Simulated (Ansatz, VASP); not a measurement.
# CaBe2Nb2 in VASP and in Ansatz

File POSCAR:

```
CaBe2Nb2
1.0
    3.9631070000      0.0000000000      0.0000000000
    0.0000000000      3.9631070000      0.0000000000
    0.0000000000      0.0000000000      9.7796070000
Nb Ca Be
4 2 4
Direct
    0.2500000000      0.2500000000      0.3680000000
    0.7500000000      0.7500000000      0.6320000000
    0.7500000000      0.2500000000      0.0000000000
    0.2500000000      0.7500000000      0.0000000000
    0.2500000000      0.2500000000      0.7490000000
    0.7500000000      0.7500000000      0.2510000000
    0.2500000000      0.2500000000      0.1080000000
    0.7500000000      0.7500000000      0.8920000000
    0.7500000000      0.2500000000      0.5000000000
    0.2500000000      0.7500000000      0.5000000000
```

Contents of INCAR.step1:

```
SYSTEM = CaBe2Nb2
  PREC = Accurate
  ENCUT = 520
  ISMEAR = 0
  SIGMA = 0.0207
  LREAL = .False.
  LASPH = .True.
  NELM = 100
  NBANDS = 51
  GGA = PE
  ALGO = Normal
  EDIFF = 1E-4
  LWAVE = .True.
  LCHARG = .False.
```

INCAR.step2

```
SYSTEM = CaBe2Nb2
  PREC = Accurate
  ENCUT = 520
  EDIFF = 1E-7
  ISMEAR = 0
  SIGMA = 0.0207
  LREAL = .False.
  LASPH = .True.
  NELM = 100
  ALGO = Normal
  ISIF = 2
  LWAVE = .False.
  LCHARG = .True.
  METAGGA = R2SCAN
  LMIXTAU = .True.
  LELF = .True.
  LVHAR = .True.
  NBANDS = 51
  ISTART = 1
```

The input KPOINTS:

```
regular mesh
0
Gamma
  7 7 3
  0 0 0
```

Input for Ansatz:

```yaml
crystal:
  lattice:
    - [3.963107, 0.0, 0.0]
    - [0.0, 3.963107, 0.0]
    - [0.0, 0.0, 9.779607]
  atoms:
    - { symbol: Nb, position: [0.25, 0.25, 0.368] }
    - { symbol: Nb, position: [0.75, 0.75, 0.632] }
    - { symbol: Ca, position: [0.25, 0.25, 0.749] }
    - { symbol: Ca, position: [0.75, 0.75, 0.251] }
    - { symbol: Be, position: [0.25, 0.25, 0.108] }
    - { symbol: Be, position: [0.75, 0.75, 0.892] }
    - { symbol: Nb, position: [0.75, 0.25, 0.0] }
    - { symbol: Nb, position: [0.25, 0.75, 0.0] }
    - { symbol: Be, position: [0.75, 0.25, 0.5] }
    - { symbol: Be, position: [0.25, 0.75, 0.5] }
  symmetry: { tolerance: 0.0003 }
kpoints:
  mp_grid: { grid: [7, 7, 3], shift: [0, 0, 0] }
  band_path:
    path:
      - [0.0, 0.0, 0.0]
      - [0.0, 0.5, 0.0]
      - [0.5, 0.5, 0.0]
      - [0.0, 0.0, 0.0]
      - [0.0, 0.0, 0.5]
      - [0.0, 0.5, 0.5]
      - [0.5, 0.5, 0.5]
      - [0.0, 0.0, 0.5]
      - [0.0, 0.5, 0.0]
      - [0.0, 0.5, 0.5]
      - [0.5, 0.5, 0.0]
    npoints: 6
magnetization:
  spin_polarized: false
scf:
  occupations: { method: gaussian, width: 0.0207 }
  lower_state_search: "off"
  max_iter: 200
hamiltonian:
  pseudopotentials: { kind: paw }
  xc: r2scan
basis:
  ecutwfc: 500
  fft_grid_basis: typed
output:
  forces: true
  stress: true
  eigenvalues: true
  bader: true
  populations: true
  elf: true
  write_potential: true
  volumetric_format: npy
  dos:
    e_range: [-12, 8]
    de: 0.05
    projected: { site_lists: { Be: [Be], Ca: [Ca], Nb: [Nb] } }
checkpoint:
  read: saved_state
```

Alike in both runs: task single point; functional r2SCAN; k mesh 7 × 7 × 3; occupations gaussian, width 0.0207 eV; no spin polarisation.

|  | VASP | Ansatz |
| --- | --- | --- |
| version | VASP 6.6.1 | Ansatz 0.2.0 |
| potentials or method | VASP PAW PBE potentials, release 64 (Nb_sv, Ca_sv, Be), cutoff 520 eV | PAW plane waves |
| valence electrons in the cell | 80 | 80 |

|  | VASP | Ansatz | Ansatz less VASP |
| --- | --- | --- | --- |
| pressure (GPa) | 17.4 | 17.2 | -0.17 |
| rms of the force components (eV/Å) | 0.842 | 0.840 | -0.0019 |

VASP's potentials were made for PBE, not for r2SCAN.
